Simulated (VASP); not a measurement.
Write the native input for VASP 6.6.1 that does the following.

* Task: single point
* Functional: PBE
* Dispersion: D3(BJ)
* Potentials or basis: VASP PAW PBE potentials, release 64 (Al, P)
* Cutoff: 500 eV
* k mesh: 6 × 6 × 6
* Occupations: fermi-dirac, width 0.01 eV
* Spin: no spin polarisation
* Dipole correction: no
* Further INCAR settings: ALGO = Normal; EDIFF = 1e-06; NBANDS = 11

The structure of AlP lies in POSCAR:

```
AlP
1.0
    0.0000000000      2.6886644034      2.6886644034
    2.6886644034      0.0000000000      2.6886644034
    2.6886644034      2.6886644034      0.0000000000
Al P
1 1
Direct
    0.0000000000      0.0000000000      0.0000000000
    0.2500000000      0.2500000000      0.2500000000
```

These files were run (other wordings do the same):

INCAR

```
SYSTEM = AlP
  PREC = Accurate
  ENCUT = 500
  EDIFF = 1E-6
  ISMEAR = -1
  SIGMA = 0.01
  LREAL = .False.
  LASPH = .True.
  NELM = 120
  ALGO = Normal
  ISIF = 2
  LWAVE = .False.
  LCHARG = .False.
  GGA = PE
  IVDW = 12
  NBANDS = 11
  GGA_COMPAT = .False.
```

KPOINTS

```
regular mesh
0
Gamma
  6 6 6
  0 0 0
```

Potentials or basis: VASP PAW PBE potentials, release 64 (Al, P).

Launch:

```bash
$ cat potpaw_PBE.64/Al/POTCAR potpaw_PBE.64/P/POTCAR > POTCAR
$ mpirun -np 1 vasp_std > vasp.out
```

It gave:

```json
{
  "Pressure": "3.9 GPa",
  "Band gap on the k mesh": "1.48 eV, indirect (least direct gap 3.68 eV)",
  "Dispersion energy per atom": "-0.324 eV"
}
```

Wall time 4.7 s on 1 thread of AMD EPYC 9R45 96-Core Processor (Zen 5) (shared host), peak memory 0.13 GiB.
